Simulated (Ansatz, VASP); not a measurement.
Two plane-wave programs on SiC

```xyz
2
Lattice="0.0000 2.1563 2.1922 2.1563 0.0000 2.1922 2.1563 2.1563 0.0000" Properties=species:S:1:pos:R:3 pbc="T T T"
Si    0.0000    0.0000    0.0000
C     1.0781    1.0781    1.0961
```

Change from the starting cell: epitaxial_xy strain -1.0%.

Alike in both runs: task single point; functional PBE; k mesh 10 × 10 × 10; occupations fermi-dirac, width 0.02 eV; no spin polarisation.

|  | VASP | Ansatz |
| --- | --- | --- |
| version | VASP 6.6.1 | Ansatz 0.2.0 |
| potentials or method | VASP PAW PBE potentials, release 64 (Si, C) | plane waves, PAW |
| plane-wave cutoff (eV) | 520 | 420 |
| valence electrons in the cell | 8 | 8 |

|  | VASP | Ansatz | Ansatz less VASP |
| --- | --- | --- | --- |
| gap on the k mesh at the Fermi level (eV) | 1.25 | 1.26 | +0.003 |
| pressure (GPa) | 6.6 | 6.7 | +0.06 |
| traceless stress, the component that is largest in VASP (GPa) | -2.94 | -2.94 | +0.007 |
